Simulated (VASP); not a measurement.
A run of VASP 6.6.1:

INCAR

```
SYSTEM = Sn
ALGO = Normal
EDIFF = 1E-6
ENCUT = 500
GGA = PE
GGA_COMPAT = .False.
ISIF = 2
ISMEAR = 0
LASPH = .True.
LCHARG = .True.
LELF = .True.
LREAL = .False.
LVHAR = .True.
LWAVE = .False.
NBANDS = 13
NELM = 120
PREC = Accurate
SIGMA = 0.1
```

Contents of KPOINTS:

```
k-points
0
Gamma
  4 4 4
  0 0 0
```

The input POSCAR:

```
Sn
1.0
   -1.8946518192      1.8946518192      1.8946518192
    1.8946518192     -1.8946518192      1.8946518192
    1.8946518192      1.8946518192     -1.8946518192
Sn
1
Direct
    0.0000000000      0.0000000000      0.0000000000
```

Potentials or basis: VASP PAW PBE potentials, release 64 (Sn_d).

Run with:

```console
$ cat potpaw_PBE.64/Sn_d/POTCAR > POTCAR
$ mpirun -np 1 vasp_std > vasp.out
```

Hardware: 1 thread of Intel Xeon 8259CL (shared host).

Question: How long does it take, and how much memory?

Answer: Wall time 6.3 s on 1 thread of Intel Xeon 8259CL (shared host), peak memory 0.13 GiB. Counts: scf iterations 11, k points 8.
